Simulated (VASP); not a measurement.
Wanted: the native input for a VASP 6.6.1 run.

* Task: single point
* Functional: PBEsol
* Potentials or basis: VASP PAW PBE potentials, release 64 (C, H)
* Cutoff: 520 eV
* k mesh: 6 × 7 × 1
* Occupations: gaussian, width 0.05 eV
* Spin: collinear spin
* Starting moments: [0.0, 0.0, 0.0, 0.0, 0.0, 0.0, 0.0, 0.0, 0.0, 0.0, 0.0, 0.0, 1.0] μB
* Dipole correction: yes
* Further INCAR settings: ALGO = Normal; EDIFF = 1e-06; NBANDS = 40

The structure of HC12 lies in POSCAR:

```
HC12
1.0
    4.9173188109      0.0000000000      0.0000000000
    0.6146780514      3.8391258797      0.0000000000
    0.0000000000      0.0000000000     20.2108743161
C H
12 1
Direct
    0.3590054871      0.1281660241      0.1979132588
    0.8590054871      0.1281660241      0.1979132588
    0.1025532572      0.1794433159      0.2316595767
    0.6025532572      0.1794433159      0.2316595767
    0.0897848593      0.2819706941      0.2991343083
    0.5897848593      0.2819706941      0.2991343083
    0.3334002075      0.3331078549      0.3318096857
    0.8334002075      0.3331078549      0.3318096857
    0.3193211503      0.4460785665      0.4022878746
    0.8193211503      0.4460785665      0.4022878746
    0.0634071465      0.4935789343      0.4309993808
    0.5634071465      0.4935789343      0.4309993808
    0.4384071465      0.4935789343      0.4814236139
```

The input as run:

INCAR

```
SYSTEM = HC12
PREC     = Accurate       ! precision mode
ENCUT    = 520            ! plane-wave cutoff, eV
EDIFF    = 1E-6           ! SCF threshold, eV
ISMEAR   = 0              ! smearing method
SIGMA    = 0.05           ! smearing width, eV
LREAL    = .False.        ! projectors in reciprocal space
LASPH    = .True.         ! aspherical terms in the spheres
NELM     = 150            ! most SCF steps
ALGO     = Normal         ! electronic algorithm
ISIF     = 2              ! what is computed and relaxed
LWAVE    = .False.        ! write WAVECAR
LCHARG   = .False.        ! write CHGCAR
ISPIN    = 2              ! spin polarisation
MAGMOM   = 0 0 0 0 0 0 0 0 0 0 0 0 1 ! initial moments
LORBIT   = 11             ! projections on sites
LDIPOL   = .True.       
IDIPOL   = 3            
DIPOL    = 0.5 0.5 0.328
GGA      = PS             ! functional
NBANDS   = 40             ! bands
```

KPOINTS

```
Automatic mesh
0
Gamma
  6 7 1
  0 0 0
```

Potentials or basis: VASP PAW PBE potentials, release 64 (C, H).

Run with:

```bash
$ cat potpaw_PBE.64/C/POTCAR potpaw_PBE.64/H/POTCAR > POTCAR
$ mpirun -np 1 vasp_std > vasp.out
```

It gave:

```
Largest force                                         : 4.946 eV/Å
Net moment                                            : 0.36 μB per cell
Site moments                                          : C -0.48, -0.01, +0.00, +0.01, -0.05, -0.03, +0.08, +0.06, -0.02, +0.50, +0.13 (each value once); H -0.00 μB
Valence electrons inside the program's atomic spheres : C 2.41, 2.44, 2.64, 2.66, 2.65, 2.62, 2.67, 2.53, 2.63 (each value once); H 0.58
```

Caveat: the PAW data sets were made with another functional, which shifts forces and pressure a little.

It took 25 min on 1 thread of Oxide Virtual Turin-like Processor, on a shared host, peak memory 0.77 GiB.
